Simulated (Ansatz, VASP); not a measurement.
**One calculation of Ir, two programs**

Contents of INCAR:

```
SYSTEM = Ir
PREC     = Accurate       ! precision mode
ENCUT    = 520            ! plane-wave cutoff, eV
EDIFF    = 1E-6           ! SCF threshold, eV
ISMEAR   = 0              ! smearing method
SIGMA    = 0.15           ! smearing width, eV
LREAL    = .False.        ! projectors in reciprocal space
LASPH    = .True.         ! aspherical terms in the spheres
NELM     = 80             ! most SCF steps
ALGO     = Normal         ! electronic algorithm
ISIF     = 2              ! what is computed and relaxed
LWAVE    = .False.        ! write WAVECAR
LCHARG   = .False.        ! write CHGCAR
GGA      = PE             ! functional
NBANDS   = 10             ! bands
```

Contents of KPOINTS:

```
regular mesh
0
Gamma
  22 22 22
  0 0 0
```

Contents of POSCAR:

```
Ir
1.0
    0.0000000000      1.8764915613      2.1898656520
    1.8764915613      0.0000000000      2.1898656520
    1.8764915613      1.8764915613      0.0000000000
Ir
1
Direct
    0.0000000000      0.0000000000      0.0000000000
```

Input for Ansatz:

```yaml
crystal:
  lattice:
    - [0.0, 1.8764915613, 2.189865652]
    - [1.8764915613, 0.0, 2.189865652]
    - [1.8764915613, 1.8764915613, 0.0]
  atoms:
    - { symbol: Ir, position: [0.0, 0.0, 0.0] }
basis:
  ecutwfc: 420
kpoints:
  mp_grid: { grid: [22, 22, 22] }
hamiltonian:
  xc: pbe
  pseudopotentials: { kind: paw, azcp: { folder: soft_1 } }
scf:
  occupations: { method: gaussian, width: 0.15 }
output:
  forces: true
  stress: true
  eigenvalues: true
```

Alike in both runs: task single point; functional PBE; k mesh 22 × 22 × 22; occupations gaussian, width 0.15 eV; no spin polarisation.

|  | VASP | Ansatz |
| --- | --- | --- |
| version | VASP 6.6.1 | Ansatz 0.2.0 |
| potentials or method | VASP PAW PBE potentials, release 64 (Ir), cutoff 520 eV | scalar-relativistic, plane waves, PAW |
| valence electrons in the cell | 9 | 17 |

|  | VASP | Ansatz | Ansatz less VASP |
| --- | --- | --- | --- |
| gap on the k mesh at the Fermi level (eV) | none | none | - |
| pressure (GPa) | -12.7 | -13.1 | -0.40 |
| traceless stress, the component that is largest in VASP (GPa) | -27.92 | -28.13 | -0.201 |

A gap of «none» marks a metal or a gap that the smearing closes. With one functional, cell and mesh, what is left measures potentials, basis and numerics. VASP's potentials hold 9 valence electrons a cell and Ansatz's 17, so a difference there can come from the potentials and not from the codes.

Spin-orbit coupling is off throughout.
